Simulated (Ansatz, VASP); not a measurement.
Two plane-wave programs on SiC

```
Si C
1.0
     3.09177    0.00000    0.00000
    -1.54588    2.67755    0.00000
     0.00000    0.00000    5.07402
Si C
2 2
Direct
  0.33333 0.66667 0.00456
  0.66667 0.33333 0.50456
  0.33333 0.66667 0.40014
  0.66667 0.33333 0.88044
```

Alike in both runs: task single point; functional PBE; k mesh 12 × 12 × 6; occupations gaussian, width 0.05 eV; no spin polarisation.

```csv
,VASP,Ansatz
version,VASP 6.6.1,Ansatz 0.2.0
potentials or method,"VASP PAW PBE potentials, release 64 (Si, C), cutoff 520 eV","scalar-relativistic, plane waves, PAW"
valence electrons in the cell,16,16
```

VASP gave:

* gap on the k mesh at the Fermi level (eV): 2.33
* least direct gap on the mesh (eV): 4.03
* pressure (GPa): 0.7
* traceless stress, the component that is largest in VASP (GPa): -2.63
* rms of the force components (eV/Å): 0.672

Problem. Which values does Ansatz return?

Solution. gap on the k mesh at the Fermi level (eV): 2.33; least direct gap on the mesh (eV): 4.03; pressure (GPa): 0.7; traceless stress, the component that is largest in VASP (GPa): -2.65; rms of the force components (eV/Å): 0.671.

Atom by atom the forces differ by 0.001 eV/Å (rms over components). With one functional, cell and mesh, what is left measures potentials, basis and numerics.
